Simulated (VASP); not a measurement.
Set up this calculation in VASP 6.6.1, as the native input.

| Quantity | Value |
| --- | --- |
| Task | single point |
| Functional | LDA |
| Potentials or basis | VASP PAW LDA potentials, release 64 (Ta_pv, N) |
| Cutoff | 520 eV |
| k mesh | 15 × 15 × 10 |
| Occupations | fermi-dirac, width 0.15 eV |
| Spin | no spin polarisation |
| Dipole correction | no |
| Further INCAR settings | ALGO = Normal; EDIFF = 1e-07; NBANDS = 20 |

The structure of Ta2N lies in POSCAR:

```
Ta2N
1.0
    3.0604254344     -0.0000000028      0.0000000000
   -1.5302127148      2.6504061739      0.0000000000
    0.0000000000      0.0000000000      4.7936903393
Ta N
2 1
Direct
    0.6666666667      0.3333333333      0.7462925510
    0.3333333333      0.6666666667      0.2537074490
    0.0000000000      0.0000000000      0.0000000000
```

These files were run (other wordings do the same):

INCAR

```
SYSTEM = Ta2N
ALGO     = Normal         ! electronic algorithm
EDIFF    = 1E-7           ! SCF threshold, eV
ENCUT    = 520            ! plane-wave cutoff, eV
GGA      = CA             ! functional
ISIF     = 2              ! what is computed and relaxed
ISMEAR   = -1             ! smearing method
LASPH    = .TRUE.         ! aspherical terms in the spheres
LCHARG   = .FALSE.        ! write CHGCAR
LREAL    = .FALSE.        ! projectors in reciprocal space
LWAVE    = .FALSE.        ! write WAVECAR
NBANDS   = 20             ! bands
NELM     = 100            ! most SCF steps
PREC     = Accurate       ! precision mode
SIGMA    = 0.15           ! smearing width, eV
```

KPOINTS

```
k-points
0
G
  15 15 10
  0 0 0
```

Potentials or basis: VASP PAW LDA potentials, release 64 (Ta_pv, N).

The run is started by

```console
$ cat potpaw_LDA.64/Ta_pv/POTCAR potpaw_LDA.64/N/POTCAR > POTCAR
$ mpirun -np 1 vasp_std > vasp.out
```

Results of the run:

```yaml
Pressure: 1.6 GPa
Largest_force: 0.049 eV/Å
Band_gap_on_the_k_mesh: zero (an odd number of electrons rules out a gap without spin polarisation)
```

Caveat: spin-orbit coupling is left out, which moves the levels of the heavy elements.

Run time: 2.7 min on 1 thread of AMD EPYC 7R13 Processor (Zen 3), with other jobs on the host, peak memory 0.24 GiB.
